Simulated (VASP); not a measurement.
# Ca (Fm-3m) in VASP: notebook

Ca is run at these levels: LDA; tasks: single point.

Program: VASP 6.6.1. These are calculated values, not measurements. Logs are shortened: lines on timing, memory, paths and dates and some standing lists are left out, and cuts for length are marked.

**1. The cell of the first run**

The structure is cubic, space group Fm-3m (No. 225). The conventional cell has a = 5.343 Å, b = 5.343 Å, c = 5.343 Å, α = 90.00°, β = 90.00°, γ = 90.00°. Within 5.0 Å of Ca (site symmetry m-3m) lie 12 Ca at 3.78 Å.

**2. Single point, LDA**

INCAR

```
SYSTEM = Ca
PREC = Accurate ; ENCUT = 520
EDIFF = 1E-6 ; ISMEAR = -1
SIGMA = 0.01 ; LREAL = .FALSE.
LASPH = .TRUE. ; NELM = 60
ALGO = Normal ; ISIF = 2
LWAVE = .FALSE. ; LCHARG = .FALSE.
GGA = CA ; NBANDS = 11
```

KPOINTS

```
regular mesh
0
G
  10 10 10
  0 0 0
```

POSCAR

```
Ca
1.0
    0.0000000000      2.6714532750      2.6714532750
    2.6714532750      0.0000000000      2.6714532750
    2.6714532750      2.6714532750      0.0000000000
Ca
1
Direct
    0.0000000000      0.0000000000      0.0000000000
```

Potentials or basis: VASP PAW LDA potentials, release 64 (Ca_sv).

Run with:

```console
> cat potpaw_LDA.64/Ca_sv/POTCAR > POTCAR
> mpirun -np 1 vasp_std > vasp.out
```

OUTCAR:

```text
SYSTEM = Ca
   PREC = Accurate
   ENCUT = 520
   EDIFF = 1E-6
   ISMEAR = -1
   LREAL = .FALSE.
   LASPH = .TRUE.
   NELM = 60
   ISIF = 2
   GGA = CA

 ion  position               nearest neighbor table
   1  0.000  0.000  0.000-

  LATTYP: Found a face centered cubic cell.
 ALAT       =     5.3429065500

  Lattice vectors:

 A1 = (   0.0000000000,   2.6714532750,   2.6714532750)
 A2 = (   2.6714532750,   0.0000000000,   2.6714532750)
 A3 = (   2.6714532750,   2.6714532750,   0.0000000000)

Analysis of symmetry for initial positions (statically):
[... 33 lines left out ...]
                                     Primitive cell

  volume of cell :      38.1305

  direct lattice vectors                    reciprocal lattice vectors
     0.000000000  2.671453275  2.671453275    -0.187164045  0.187164045  0.187164045
     2.671453275  0.000000000  2.671453275     0.187164045 -0.187164045  0.187164045
     2.671453275  2.671453275  0.000000000     0.187164045  0.187164045 -0.187164045

  length of vectors
     3.778005453  3.778005453  3.778005453     0.324177635  0.324177635  0.324177635

  position of ions in fractional coordinates (direct lattice)
     0.000000000  0.000000000  0.000000000

  ion indices of the primitive-cell ions
   primitive index   ion index
                 1           1

----------------------------------------------------------------------------------------

 KPOINTS: regular mesh

Automatic generation of k-mesh.
 Grid dimensions read from file:
 generate k-points for:   10   10   10

 Generating k-lattice:

  Cartesian coordinates                     Fractional coordinates (reciprocal lattice)
    -0.018716404  0.018716404  0.018716404     0.100000000  0.000000000  0.000000000
     0.018716404 -0.018716404  0.018716404     0.000000000  0.100000000  0.000000000
     0.018716404  0.018716404 -0.018716404     0.000000000  0.000000000  0.100000000

  Length of vectors
     0.032417763  0.032417763  0.032417763

  Shift w.r.t. Gamma in fractional coordinates (k-lattice)
     0.000000000  0.000000000  0.000000000

 Subroutine IBZKPT returns following result:
 ===========================================

 Found     47 irreducible k-points:

 Following reciprocal coordinates:
            Coordinates               Weight
  0.000000  0.000000  0.000000      1.000000
  0.100000  0.000000  0.000000      8.000000
  0.200000  0.000000  0.000000      8.000000
  0.300000  0.000000  0.000000      8.000000
  0.400000  0.000000  0.000000      8.000000
  0.500000  0.000000  0.000000      4.000000
[... 16 lines left out ...]
  0.300000  0.300000  0.000000      6.000000
  0.400000  0.300000  0.000000     24.000000
 [... further k-points ...]
   k-points           NKPTS =     47   k-points in BZ     NKDIM =     47   number of bands    NBANDS=     11
   number of dos      NEDOS =    301   number of ions     NIONS =      1
   total plane-waves  NPLWV =  21952
   dimension x,y,z NGX =    28 NGY =   28 NGZ =   28
   dimension x,y,z NGXF=    56 NGYF=   56 NGZF=   56
   ions per type =               1
   NGX,Y,Z   is equivalent  to a cutoff of  12.32, 12.32, 12.32 a.u.
   NGXF,Y,Z  is equivalent  to a cutoff of  24.64, 24.64, 24.64 a.u.
 SYSTEM =  Ca
   PREC   = accura    normal or accurate (medium, high low for compatibility)
   ISTART =      0    job   : 0-new  1-cont  2-samecut
   ICHARG =      2    charge: 1-file 2-atom 10-const
   ISPIN  =      1    spin polarized calculation?
   LNONCOLLINEAR =      F non collinear calculations
   LSORBIT =      F    spin-orbit coupling
   LASPH  =      T    aspherical Exc in radial PAW
   ENCUT  =  520.0 eV  38.22 Ry    6.18 a.u.   7.02  7.02  7.02*2*pi/ulx,y,z
   NELM   =     60;   NELMIN=  2; NELMDL= -5     # of ELM steps
   EDIFF  = 0.1E-05   stopping-criterion for ELM
   LREAL  =      F    real-space projection
   EDIFFG = 0.1E-04   stopping-criterion for IOM
   NSW    =      0    number of steps for IOM
   IBRION =     -1    ionic relax: 0-MD 1-quasi-New 2-CG
   NFREE  =      0    steps in history (QN), initial steepest desc. (CG)
   ISIF   =      2    stress and relaxation
   ISYM   =      2    0-nonsym 1-usesym 2-fastsym
   POTIM  = 0.5000    time-step for ionic-motion
   TEBEG  =    0.0;   TEEND  =   0.0 temperature during run
   PSTRESS=    0.0 pullay stress
   NELECT =      10.0000    total number of electrons
   NUPDOWN=      -1.0000    fix difference up-down
   EMIN   =  10.00;   EMAX   =-10.00  energy-range for DOS
   EFERMI =   0.00;   METHOD = LEGACY
   ISMEAR =    -1;   SIGMA  =   0.01  broadening in eV -4-tet -1-fermi 0-gaus
   EFERMI_NEDOS =   21; number of points for ismear=-14 and -15
   IALGO  =     38    algorithm
   IMIX   =      4    mixing-type and parameters
     AMIX     =   0.40;   BMIX     =  1.00
     AMIX_MAG =   1.60;   BMIX_MAG =  1.00
  volume/ion in A,a.u.               =      38.13       257.32
  Fermi-wavevector in a.u.,A,eV,Ry     =   1.047894  1.980232 14.940303  1.098081
  Thomas-Fermi vector in A             =   2.182793
   LORBIT       =      0    0 simple, 1 ext, 2 COOP (PROOUT), +10 PAW based schemes
   GGA     = CA    functional components
   LHFCALC =     F    Hartree Fock is set to
   AEXX    =    0.0000 exact exchange contribution
   IVDW    =     0    specifies the selected vdW correction
   LEPSILON=     F    determine dielectric tensor
   LRPA    =     F    only Hartree local field effects (RPA)
 non-spin polarized calculation
  energy-cutoff  :      520.00
  volume of cell :       38.13
 maximum number of plane-waves:      1037
   NGX = 13   NGY = 13   NGZ = 13

 number of electron      10.0000003 magnetization

 Free energy of the ion-electron system (eV)
  ---------------------------------------------------
  ext. energy  EPLUGINS =         0.00000000
  ---------------------------------------------------
  free energy    TOTEN  =        -2.20472946 eV

  energy without entropy =       -2.20426906  energy(sigma->0) =       -2.20449926

 E-fermi :   2.2266     XC(G=0):  -8.2992

 val. band max:        2.2177954702   @ k =  -0.3000   0.5000   0.2000
 cond. band min:       2.2589120447   @ k =  -0.3000   0.4000   0.2000
 fundamental gap:      0.0411165745
 Fermi energy:         2.2266498307

 k-point     1 :       0.0000    0.0000    0.0000
  band No.  band energies     occupation
      1     -39.1447      2.00000
      2     -20.3353      2.00000
      3     -20.3353      2.00000
      4     -20.3353      2.00000
      5      -2.0002      2.00000
      6       4.5364      0.00000
      7       4.5364      0.00000
      8       4.5364      0.00000
      9       5.7385      0.00000
     10       5.7385      0.00000
     11      11.8469      0.00000

 k-point     2 :       0.1000    0.0000    0.0000
  band No.  band energies     occupation
      1     -39.1425      2.00000
      2     -20.3557      2.00000
      3     -20.3380      2.00000
      4     -20.3380      2.00000
      5      -1.8132      2.00000
      6       4.3440      0.00000
      7       4.6069      0.00000
      8       4.6069      0.00000
      9       5.6794      0.00000
     10       5.6794      0.00000
     11      12.0773      0.00000

 k-point     3 :       0.2000    0.0000    0.0000
  band No.  band energies     occupation
      1     -39.1367      2.00000
      2     -20.4085      2.00000
      3     -20.3451      2.00000
      4     -20.3451      2.00000
      5      -1.2748      2.00000
      6       3.8737      0.00000
      7       4.7075      0.00000
      8       4.7075      0.00000
      9       5.6536      0.00000
     10       5.6536      0.00000
     11      11.0609      0.00000

 k-point     4 :       0.3000    0.0000    0.0000
  band No.  band energies     occupation
      1     -39.1294      2.00000
      2     -20.4730      2.00000
      3     -20.3538      2.00000
      4     -20.3538      2.00000
      5      -0.4568      2.00000
      6       3.2891      0.00000
      7       4.6276      0.00000
      8       4.6276      0.00000
      9       5.9235      0.00000
     10       5.9235      0.00000
     11       9.4991      0.00000

 k-point     5 :       0.4000    0.0000    0.0000
  band No.  band energies     occupation
      1     -39.1236      2.00000
      2     -20.5244      2.00000
      3     -20.3609      2.00000
      4     -20.3609      2.00000
      5       0.4929      2.00000
      6       2.6547      0.00000
      7       4.4789      0.00000
      8       4.4789      0.00000
      9       6.3250      0.00000
     10       6.3250      0.00000
     11       8.3269      0.00000

 k-point     6 :       0.5000    0.0000    0.0000
  band No.  band energies     occupation
      1     -39.1213      2.00000
      2     -20.5438      2.00000
      3     -20.3635      2.00000
      4     -20.3635      2.00000
      5       1.1133      2.00000
      6       2.1894      1.95279
      7       4.4158      0.00000
      8       4.4158      0.00000
      9       6.5161      0.00000
     10       6.5161      0.00000
     11       7.8756      0.00000

 k-point     7 :       0.1000    0.1000    0.0000
  band No.  band energies     occupation
      1     -39.1418      2.00000
      2     -20.3552      2.00000
      3     -20.3425      2.00000
      4     -20.3425      2.00000
      5      -1.7513      2.00000
      6       4.2858      0.00000
      7       4.6419      0.00000
      8       4.6419      0.00000
      9       5.4858      0.00000
     10       5.8059      0.00000
     11      12.1940      0.00000

 k-point     8 :       0.2000    0.1000    0.0000
  band No.  band energies     occupation
      1     -39.1371      2.00000
      2     -20.3944      2.00000
      3     -20.3511      2.00000
      4     -20.3479      2.00000
      5      -1.3309      2.00000
      6       3.9374      0.00000
      7       4.7319      0.00000
      8       4.7641      0.00000
      9       5.3023      0.00000
     10       5.8648      0.00000
     11      11.7343      0.00000
[... 141 lines left out ...]
 k-point    19 :       0.5000    0.2000    0.0000
  band No.  band energies     occupation
      1     -39.1187      2.00000
      2     -20.5156      2.00000
      3     -20.4045      2.00000
      4     -20.3799      2.00000
      5       1.3167      2.00000
      6       2.4620      0.00000
      7       3.8000      0.00000
      8       4.9178      0.00000
      9       6.5580      0.00000
     10       6.5939      0.00000
     11       7.8141      0.00000

 k-point    20 :      -0.4000    0.2000    0.0000
  band No.  band energies     occupation
      1     -39.1182      2.00000
      2     -20.5161      2.00000
      3     -20.4153      2.00000
      4     -20.3739      2.00000
      5       1.5856      2.00000
      6       2.3275      0.00008
      7       3.7268      0.00000
      8       4.8539      0.00000
      9       6.2732      0.00000
     10       6.8740      0.00000
     11       7.8084      0.00000

 k-point    21 :      -0.3000    0.2000    0.0000
  band No.  band energies     occupation
      1     -39.1214      2.00000
      2     -20.4942      2.00000
      3     -20.4128      2.00000
      4     -20.3637      2.00000
      5       0.7159      2.00000
      6       2.9812      0.00000
      7       3.7612      0.00000
      8       4.9078      0.00000
      9       5.7632      0.00000
     10       6.8190      0.00000
     11       8.7566      0.00000

 k-point    22 :      -0.2000    0.2000    0.0000
  band No.  band energies     occupation
      1     -39.1269      2.00000
      2     -20.4628      2.00000
      3     -20.3930      2.00000
      4     -20.3529      2.00000
      5      -0.1762      2.00000
      6       3.3725      0.00000
      7       4.1258      0.00000
      8       5.0560      0.00000
      9       5.2849      0.00000
     10       6.4596      0.00000
     11       9.9753      0.00000

 k-point    23 :       0.3000    0.3000    0.0000
  band No.  band energies     occupation
      1     -39.1244      2.00000
      2     -20.4665      2.00000
      3     -20.3847      2.00000
      4     -20.3847      2.00000
      5       0.0084      2.00000
      6       3.1564      0.00000
      7       4.0741      0.00000
      8       5.5127      0.00000
      9       5.5127      0.00000
     10       6.2261      0.00000
     11      10.9400      0.00000

 k-point    24 :       0.4000    0.3000    0.0000
  band No.  band energies     occupation
      1     -39.1198      2.00000
      2     -20.4940      2.00000
      3     -20.3997      2.00000
      4     -20.3932      2.00000
      5       0.6765      2.00000
      6       2.9240      0.00000
      7       3.7089      0.00000
      8       5.6362      0.00000
      9       5.9908      0.00000
     10       6.4608      0.00000
     11       9.4517      0.00000

 [... further k-points ...]
[... 5 lines left out ...]
  --------------------------------------------------------------------------------------
  -------------------------------------------------------------------------------------
  Total       -0.0183357     -0.0183357     -0.0183357     -0.0000000      0.0000000      0.0000000
  in kB       -0.7704324     -0.7704324     -0.7704324     -0.0000000      0.0000000      0.0000000
  external PRESSURE =      -0.7704324 kB  Pullay stress =       0.0000000 kB

 VOLUME and BASIS-vectors are now :
 -----------------------------------------------------------------------------
  energy-cutoff  :      520.00
  volume of cell :       38.13
      direct lattice vectors                 reciprocal lattice vectors
     0.000000000  2.671453275  2.671453275    -0.187164045  0.187164045  0.187164045
     2.671453275  0.000000000  2.671453275     0.187164045 -0.187164045  0.187164045
     2.671453275  2.671453275  0.000000000     0.187164045  0.187164045 -0.187164045

 POSITION                                       TOTAL-FORCE (eV/Angst)
 -----------------------------------------------------------------------------------
      0.00000      0.00000      0.00000        -0.000000      0.000000     -0.000000
 -----------------------------------------------------------------------------------
    total drift:                               -0.000000     -0.000000     -0.000000

  FREE ENERGIE OF THE ION-ELECTRON SYSTEM (eV)
  ---------------------------------------------------
  free  energy   TOTEN  =        -2.2047294573 eV

  energy  without entropy=       -2.2042690610  energy(sigma->0) =       -2.20449926
```

It took 6.6 s on 1 thread of Intel Xeon 6975P-C (Granite Rapids), shared host; peak memory 0.15 GiB.

Results:

```yaml
Free_energy: -2.2047 eV
Pressure: -0.1 GPa
Band_gap_on_the_k_mesh: zero (band 5 reaches 2.26 eV, above the bottom of band 6 at 2.17 eV)
```

**3. Single point, LDA**

INCAR

```
SYSTEM = Ca
PREC = Accurate ; ENCUT = 520
EDIFF = 1E-7 ; ISMEAR = -1
SIGMA = 0.03 ; LREAL = .False.
LASPH = .True. ; NELM = 100
ALGO = Normal ; ISIF = 2
LWAVE = .False. ; LCHARG = .True.
LELF = .True. ; LVHAR = .True.
NBANDS = 11
```

KPOINTS

```
Automatic mesh
0
Gamma
  10 10 10
  0 0 0
```

POSCAR is that of step 2.

Potentials or basis: VASP PAW LDA potentials, release 64 (Ca_sv).

Run with:

```console
> cat potpaw_LDA.64/Ca_sv/POTCAR > POTCAR
> mpirun -np 1 vasp_std > vasp.out
```

It took 8 s on 1 thread of Intel Xeon 6975P-C (Granite Rapids), shared host; peak memory 0.15 GiB.

Results (log left out):

* Free energy: -2.2071 eV
* Pressure: 0.0 GPa
* Band gap on the k mesh: zero (band 5 reaches 2.26 eV, above the bottom of band 6 at 2.17 eV)

Levels at points of the mesh, in eV from the Fermi level:
```tsv
k point	band 3	band 4	band 5	band 6	band 7	band 8
(0.00, 0.00, 0.00)	-22.56	-22.56	-4.23	2.31	2.31	2.31
(0.50, 0.00, 0.00)	-22.59	-22.59	-1.12	-0.04	2.19	2.19
(0.50, 0.50, 0.00)	-22.64	-22.64	-0.63	0.39	1.17	4.28
```

**4. Single point, LDA**

INCAR

```
ALGO = Normal
EDIFF = 1E-6
ENCUT = 520
ISIF = 2
ISMEAR = -1
LASPH = True
LCHARG = False
LREAL = False
LWAVE = False
NBANDS = 11
NELM = 60
PREC = Accurate
SIGMA = 0.1
```

KPOINTS

```
k-points
0
Gamma
  10 10 10
```

POSCAR is that of step 3.

Run with:

```console
> cat potpaw_LDA.64/Ca_sv/POTCAR > POTCAR
> mpirun -np 1 vasp_std > vasp.out
```

Run time: 6.3 s. Hardware: 1 thread of Intel Xeon 6975P-C (Granite Rapids), shared host; peak memory 0.14 GiB.

It converged, with:

```
Free energy            : -2.2270 eV
Pressure               : 0.0 GPa
Band gap on the k mesh : zero (band 5 reaches 2.26 eV, above the bottom of band 6 at 2.18 eV)
```

Levels at points of the mesh, in eV from the Fermi level:
```
           k point  band 3  band 4  band 5  band 6  band 7  band 8
(0.00, 0.00, 0.00)  -22.53  -22.53   -4.21    2.34    2.34    2.34
(0.50, 0.00, 0.00)  -22.56  -22.56   -1.09   -0.02    2.22    2.22
(0.50, 0.50, 0.00)  -22.61  -22.61   -0.61    0.42    1.20    4.31
```

(Part 1 of 2 ends here.)
